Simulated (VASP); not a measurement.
# NbAs (I4_1md) in VASP: further runs, part 2 of 2

VASP 6.6.1.

**4. Single point, PBEsol**

This run uses another cell than the first one, of 16.69 Å³/atom, 1.025 times its volume.

The input, INCAR:

```
SYSTEM = NbAs
ALGO = Normal
EDIFF = 1E-7
ENCUT = 520
GGA = PS
ISIF = 2
ISMEAR = -1
LASPH = .TRUE.
LCHARG = .TRUE.
LELF = .TRUE.
LREAL = .FALSE.
LVHAR = .TRUE.
LWAVE = .FALSE.
NBANDS = 26
NELM = 60
PREC = Accurate
SIGMA = 0.05
```

The input, KPOINTS:

```
k-points
0
G
  11 11 11
  0 0 0
```

The input, POSCAR:

```
NbAs
1.0
   -1.7074452725      1.7074452725      5.7247762181
    1.7074452725     -1.7074452725      5.7247762181
    1.7074452725      1.7074452725     -5.7247762181
Nb As
2 2
Direct
    0.4985236751     -0.0014763249      0.5000000000
    0.7485236751      0.7485236751      0.0000000000
    0.9174763249      0.4174763249      0.5000000000
    0.1674763249      0.1674763249      0.0000000000
```

Potentials or basis: VASP PAW PBE potentials, release 64 (Nb_sv, As).

The run is started by

```sh
$ cat potpaw_PBE.64/Nb_sv/POTCAR potpaw_PBE.64/As/POTCAR > POTCAR
$ mpirun -np 1 vasp_std > vasp.out
```

OUTCAR:

```text
SYSTEM = NbAs
   EDIFF = 1E-7
   ENCUT = 520
   GGA = PS
   ISIF = 2
   ISMEAR = -1
   LASPH = .TRUE.
   LREAL = .FALSE.
   NELM = 60
   PREC = Accurate

 ion  position               nearest neighbor table
   1  0.499  0.999  0.500-   4 2.58   4 2.58   3 2.59   3 2.59   3 2.59   3 2.59
   2  0.749  0.749  0.000-   3 2.58   3 2.58   4 2.59   4 2.59   4 2.59   4 2.59
   3  0.917  0.417  0.500-   2 2.58   2 2.58   1 2.59   1 2.59   1 2.59   1 2.59
   4  0.167  0.167  0.000-   1 2.58   1 2.58   2 2.59   2 2.59   2 2.59   2 2.59

  LATTYP: Found a body centered tetragonal cell.
 ALAT       =     3.4148905450
 C/A-ratio  =     3.3528314555

  Lattice vectors:

 A1 = (  -1.7074452725,   1.7074452725,   5.7247762181)
 A2 = (   1.7074452725,  -1.7074452725,   5.7247762181)
 A3 = (   1.7074452725,   1.7074452725,  -5.7247762181)

Analysis of symmetry for initial positions (statically):
=====================================================================
 Subroutine PRICEL returns:
 Original cell was already a primitive cell.

 Routine SETGRP: Setting up the symmetry group for a
 body centered tetragonal supercell.

 Subroutine GETGRP returns: Found  8 space group operations
 (whereof  4 operations were pure point group operations)
 out of a pool of 16 trial point group operations.

The static configuration has the point symmetry C_2v.
 The point group associated with its full space group is C_4v.

Analysis of symmetry for dynamics (positions and initial velocities):
=====================================================================
 Subroutine PRICEL returns:
 Original cell was already a primitive cell.

 Routine SETGRP: Setting up the symmetry group for a
 body centered tetragonal supercell.

 Subroutine GETGRP returns: Found  8 space group operations
 (whereof  4 operations were pure point group operations)
 out of a pool of 16 trial point group operations.

The dynamic configuration has the point symmetry C_2v.
 The point group associated with its full space group is C_4v.

 Subroutine INISYM returns: Found  8 space group operations
 (whereof  4 operations are pure point group operations),
 and found     1 'primitive' translations

----------------------------------------------------------------------------------------

                                     Primitive cell

  volume of cell :      66.7593

  direct lattice vectors                    reciprocal lattice vectors
    -1.707445272  1.707445272  5.724776218     0.000000000  0.292835154  0.087339659
     1.707445272 -1.707445272  5.724776218     0.292835154  0.000000000  0.087339659
     1.707445272  1.707445272 -5.724776218     0.292835154  0.292835154  0.000000000

  length of vectors
     6.213195753  6.213195753  6.213195753     0.305582466  0.305582466  0.414131447

  position of ions in fractional coordinates (direct lattice)
     0.498523675  0.998523675  0.500000000
     0.748523675  0.748523675  0.000000000
     0.917476325  0.417476325  0.500000000
     0.167476325  0.167476325  0.000000000

  ion indices of the primitive-cell ions
   primitive index   ion index
                 1           1
                 2           2
                 3           3
                 4           4

----------------------------------------------------------------------------------------

 KPOINTS: k-points

Automatic generation of k-mesh.
 Grid dimensions read from file:
 generate k-points for:   11   11   11

 Generating k-lattice:

  Cartesian coordinates                     Fractional coordinates (reciprocal lattice)
     0.000000000  0.026621378  0.007939969     0.090909091  0.000000000  0.000000000
     0.026621378  0.000000000  0.007939969     0.000000000  0.090909091  0.000000000
     0.026621378  0.026621378  0.000000000     0.000000000  0.000000000  0.090909091

  Length of vectors
     0.027780224  0.027780224  0.037648313

  Shift w.r.t. Gamma in fractional coordinates (k-lattice)
     0.000000000  0.000000000  0.000000000

 Subroutine IBZKPT returns following result:
 ===========================================

 Found    126 irreducible k-points:

 Following reciprocal coordinates:
            Coordinates               Weight
  0.000000  0.000000  0.000000      1.000000
  0.090909  0.000000  0.000000      8.000000
  0.181818  0.000000  0.000000      8.000000
  0.272727  0.000000 -0.000000      8.000000
  0.363636  0.000000 -0.000000      8.000000
  0.454545 -0.000000  0.000000      8.000000
[... 16 lines left out ...]
 -0.272727  0.181818  0.000000     16.000000
 -0.181818  0.181818  0.000000      4.000000
 [... further k-points ...]
   k-points           NKPTS =    126   k-points in BZ     NKDIM =    126   number of bands    NBANDS=     26
   number of dos      NEDOS =    301   number of ions     NIONS =      4
   total plane-waves  NPLWV = 110592
   dimension x,y,z NGX =    48 NGY =   48 NGZ =   48
   dimension x,y,z NGXF=    96 NGYF=   96 NGZF=   96
   ions per type =               2   2
   NGX,Y,Z   is equivalent  to a cutoff of  12.84, 12.84, 12.84 a.u.
   NGXF,Y,Z  is equivalent  to a cutoff of  25.69, 25.69, 25.69 a.u.
 SYSTEM =  NbAs
   PREC   = accura    normal or accurate (medium, high low for compatibility)
   ISTART =      0    job   : 0-new  1-cont  2-samecut
   ICHARG =      2    charge: 1-file 2-atom 10-const
   ISPIN  =      1    spin polarized calculation?
   LNONCOLLINEAR =      F non collinear calculations
   LSORBIT =      F    spin-orbit coupling
   LASPH  =      T    aspherical Exc in radial PAW
   ENCUT  =  520.0 eV  38.22 Ry    6.18 a.u.  11.55 11.55 11.55*2*pi/ulx,y,z
   NELM   =     60;   NELMIN=  2; NELMDL= -5     # of ELM steps
   EDIFF  = 0.1E-06   stopping-criterion for ELM
   LREAL  =      F    real-space projection
   EDIFFG = 0.1E-05   stopping-criterion for IOM
   NSW    =      0    number of steps for IOM
   IBRION =     -1    ionic relax: 0-MD 1-quasi-New 2-CG
   NFREE  =      0    steps in history (QN), initial steepest desc. (CG)
   ISIF   =      2    stress and relaxation
   ISYM   =      2    0-nonsym 1-usesym 2-fastsym
   POTIM  = 0.5000    time-step for ionic-motion
   TEBEG  =    0.0;   TEEND  =   0.0 temperature during run
   PSTRESS=    0.0 pullay stress
   NELECT =      36.0000    total number of electrons
   NUPDOWN=      -1.0000    fix difference up-down
   EMIN   =  10.00;   EMAX   =-10.00  energy-range for DOS
   EFERMI =   0.00;   METHOD = LEGACY
   ISMEAR =    -1;   SIGMA  =   0.05  broadening in eV -4-tet -1-fermi 0-gaus
   EFERMI_NEDOS =   21; number of points for ismear=-14 and -15
   IALGO  =     38    algorithm
   IMIX   =      4    mixing-type and parameters
     AMIX     =   0.40;   BMIX     =  1.00
     AMIX_MAG =   1.60;   BMIX_MAG =  1.00
  volume/ion in A,a.u.               =      16.69       112.63
  Fermi-wavevector in a.u.,A,eV,Ry     =   1.332514  2.518085 24.158401  1.775592
  Thomas-Fermi vector in A             =   2.461443
   LORBIT       =      0    0 simple, 1 ext, 2 COOP (PROOUT), +10 PAW based schemes
   GGA     = PS    functional components
   LHFCALC =     F    Hartree Fock is set to
   AEXX    =    0.0000 exact exchange contribution
   IVDW    =     0    specifies the selected vdW correction
   LEPSILON=     F    determine dielectric tensor
   LRPA    =     F    only Hartree local field effects (RPA)
 non-spin polarized calculation
  energy-cutoff  :      520.00
  volume of cell :       66.76
 maximum number of plane-waves:      1817
 NGX is ok and might be reduce to    48
   NGX = 23   NGY = 23   NGZ = 23

 number of electron      36.0000000 magnetization

 Free energy of the ion-electron system (eV)
  ---------------------------------------------------
  ext. energy  EPLUGINS =         0.00000000
  ---------------------------------------------------
  free energy    TOTEN  =       -35.09337796 eV

  energy without entropy =      -35.08761678  energy(sigma->0) =      -35.09049737

 E-fermi :  10.0379     XC(G=0): -12.1672

 val. band max:       10.0131645445   @ k =   0.4545  -0.0000   0.0000
 cond. band min:      10.0645831058   @ k =  -0.1818   0.2727   0.1818
 fundamental gap:      0.0514185614
 Fermi energy:        10.0379111750

 k-point     1 :       0.0000    0.0000    0.0000
  band No.  band energies     occupation
      1     -44.8816      2.00000
      2     -44.8448      2.00000
      3     -21.1779      2.00000
      4     -21.0384      2.00000
      5     -21.0384      2.00000
      6     -20.8725      2.00000
[... 18 lines left out ...]
     25      14.1250      0.00000
     26      14.1250      0.00000
[... 644 lines left out ...]
      4     -21.1093      2.00000
      5     -21.0758      2.00000
      6     -20.9383      2.00000
[... 18 lines left out ...]
     25      14.0432      0.00000
     26      15.5410      0.00000

 [... further k-points ...]
[... 5 lines left out ...]
  --------------------------------------------------------------------------------------
  -------------------------------------------------------------------------------------
  Total        2.1786526      2.1786526      2.1386680      0.0000000      0.0000000      0.0000000
  in kB       52.2861263     52.2861263     51.3265248      0.0000000      0.0000000      0.0000000
  external PRESSURE =      51.9662592 kB  Pullay stress =       0.0000000 kB

 VOLUME and BASIS-vectors are now :
 -----------------------------------------------------------------------------
  energy-cutoff  :      520.00
  volume of cell :       66.76
      direct lattice vectors                 reciprocal lattice vectors
    -1.707445272  1.707445272  5.724776218     0.000000000  0.292835154  0.087339659
     1.707445272 -1.707445272  5.724776218     0.292835154  0.000000000  0.087339659
     1.707445272  1.707445272 -5.724776218     0.292835154  0.292835154  0.000000000

 POSITION                                       TOTAL-FORCE (eV/Angst)
 -----------------------------------------------------------------------------------
      1.70745      0.00000      5.70787         0.000000     -0.000000     -0.003151
      0.00000      0.00000      8.57026        -0.000000      0.000000     -0.003151
     -0.00000      1.70745      4.77992        -0.000000     -0.000000      0.003151
      0.00000      0.00000      1.91753        -0.000000     -0.000000      0.003151
 -----------------------------------------------------------------------------------
    total drift:                               -0.000000     -0.000000     -0.000084

  FREE ENERGIE OF THE ION-ELECTRON SYSTEM (eV)
  ---------------------------------------------------
  free  energy   TOTEN  =       -35.0933779602 eV

  energy  without entropy=      -35.0876167807  energy(sigma->0) =      -35.09049737
```

OSZICAR:

```text
N       E                     dE             d eps       ncg     rms          rms(c)
DAV:   1     0.356099175852E+03    0.35610E+03   -0.18977E+04  6552   0.137E+03
DAV:   2    -0.713093930366E+01   -0.36323E+03   -0.35287E+03  7880   0.503E+02
DAV:   3    -0.351922056475E+02   -0.28061E+02   -0.27572E+02 12000   0.106E+02
DAV:   4    -0.369730097369E+02   -0.17808E+01   -0.17699E+01  9752   0.216E+01
DAV:   5    -0.370298092965E+02   -0.56800E-01   -0.56744E-01 11220   0.414E+00    0.119E+01
DAV:   6    -0.351259437796E+02    0.19039E+01   -0.61689E+00 10040   0.178E+01    0.352E+00
DAV:   7    -0.351063415337E+02    0.19602E-01   -0.43040E-01  9500   0.366E+00    0.208E+00
DAV:   8    -0.350931503707E+02    0.13191E-01   -0.64918E-02 10102   0.156E+00    0.386E-01
DAV:   9    -0.350932844220E+02   -0.13405E-03   -0.43275E-03 10080   0.447E-01    0.231E-01
DAV:  10    -0.350933950630E+02   -0.11064E-03   -0.11157E-03  8480   0.302E-01    0.334E-02
DAV:  11    -0.350933810044E+02    0.14059E-04   -0.64436E-05 10116   0.632E-02    0.156E-02
DAV:  12    -0.350933786898E+02    0.23146E-05   -0.35013E-06  9758   0.198E-02    0.444E-03
DAV:  13    -0.350933783462E+02    0.34357E-06   -0.98079E-08  6308   0.300E-03    0.222E-03
DAV:  14    -0.350933779610E+02    0.38522E-06   -0.11028E-07  4876   0.386E-03    0.314E-04
DAV:  15    -0.350933779602E+02    0.80172E-09   -0.30600E-08  4274   0.176E-03
   1 F= -.35093378E+02 E0= -.35090497E+02  d E =-.576118E-02
```

It took 3.7 min on 1 thread of Intel Xeon 6975P-C (Granite Rapids), shared host; peak memory 0.45 GiB.

Results:

* Free energy: -35.0934 eV
* Pressure: 5.2 GPa
* Largest force: 0.003 eV/Å
* Band gap on the k mesh: 0.05 eV, indirect (least direct gap 0.07 eV)

Forces on the atoms (eV/Å):
```
Nb   0.000  0.000 -0.003
Nb   0.000  0.000 -0.003
As   0.000  0.000  0.003
As   0.000  0.000  0.003
```

Caveat: the PAW data sets were made with another functional, which shifts forces and pressure a little. A k mesh can miss the band edges.

**5. Overview**

| cell | gap on the mesh (eV) | pressure (GPa) |
| --- | --- | --- |
| a = 6.146 Å, angles 148.0, 148.0, 46.0°, 4 atoms | none | 10.2 |
| a = 5.929 Å, angles 147.4, 147.4, 46.7°, 4 atoms | 0.02 | 30.4 |
| a = 6.213 Å, angles 148.1, 148.1, 45.7°, 4 atoms | 0.05 | 5.2 |

Alike in all rows: task single point; level PBEsol; potentials or basis VASP PAW PBE potentials, release 64 (Nb_sv, As); no spin polarisation; k mesh 11 × 11 × 11; cutoff (eV) 520; smearing fermi-dirac 0.05 eV.

Caveats: the PAW data sets were made with another functional, which shifts forces and pressure a little.

Total energies depend on the potentials used, so only differences within one code and one set of settings carry meaning.
